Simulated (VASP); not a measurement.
## SnO: single point with LDA

Crystal: SnO.

```xyz
4
Lattice="4.0792 0.0000 0.0000 -2.0396 3.5327 0.0000 0.0000 0.0000 5.0614" Properties=species:S:1:pos:R:3 pbc="T T T"
Sn    0.0000    2.3551    1.2654
Sn    2.0396    1.1776    3.7961
O     2.0396    1.1776    1.2654
O     0.0000    2.3551    3.7961
```

- Program: VASP 6.6.1
- Task: single point
- Functional: LDA
- Potentials or basis: VASP PAW LDA potentials, release 64 (Sn_d, O)
- Cutoff: 520 eV
- k mesh: 6 × 6 × 4
- Occupations: fermi-dirac, width 0.02 eV
- Spin: no spin polarisation

The pressure is 0.2 GPa and the band gap on the k mesh is 0.29 eV, direct.

Levels at points of the mesh, in eV from the valence-band top:
```tsv
k point	band 18	band 19	band 20	band 21	band 22	band 23
(0.00, 0.00, 0.00)	-4.18	-4.18	-3.99	2.98	2.98	3.08
(0.50, 0.00, 0.00)	-4.54	-2.00	-1.98	0.78	3.26	3.29
(0.00, 0.00, 0.50)	-4.61	-2.21	-2.21	2.56	2.56	3.03
(0.50, 0.00, 0.50)	-4.24	-1.17	-1.17	0.69	0.69	3.13
```

It took 62 s on 1 thread of Intel(R) Xeon(R) Platinum 8259CL CPU @ 2.50GHz (Skylake/Cascade Lake), on a shared host, peak memory 0.17 GiB.

Caveat: spin-orbit coupling is left out, which moves the levels of the heavy elements. A k mesh can miss the band edges.
